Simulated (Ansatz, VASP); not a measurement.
**One calculation of TiSi2, two programs**

```xyz
6
Lattice="-0.0178 4.0605 4.2480 2.3749 -0.0104 4.2480 2.3571 4.0502 0.0000" Properties=species:S:1:pos:R:3 pbc="T T T"
Ti    3.5356    6.0752    6.3683
Ti    2.3571    4.0502    4.2518
Si    1.1836    0.6946    2.1244
Si    1.1735    3.3555    2.1244
Si    2.3698    1.3201    4.2477
Si    2.3443    6.7802    4.2477
```

Change from the starting cell: strain along c alone, the other axes held, atoms relaxed: -1.0 %.

Alike in both runs: functional PBEsol; k mesh 10 × 10 × 10; occupations gaussian, width 0.1 eV; no spin polarisation.

Ansatz relaxed the structure, and its values are those at the end. VASP's run is a single point on that final structure, the one shown.

|  | VASP | Ansatz |
| --- | --- | --- |
| version | VASP 6.6.1 | Ansatz 0.2.0 |
| potentials or method | VASP PAW PBE potentials, release 64 (Ti_sv, Si), cutoff 520 eV | scalar-relativistic, plane waves, PAW |
| valence electrons in the cell | 40 | 40 |

VASP gave:

| Quantity | Value |
| --- | --- |
| gap on the k mesh at the Fermi level (eV) | none |
| pressure (GPa) | 1.6 |

**Question.** Which values does Ansatz return?

**Answer.** gap on the k mesh at the Fermi level (eV): none; pressure (GPa): 1.4.

VASP's potentials were made for PBE, not for PBEsol. A gap of «none» marks a metal or a gap that the smearing closes. Ansatz's warnings: stress scf threshold loose.
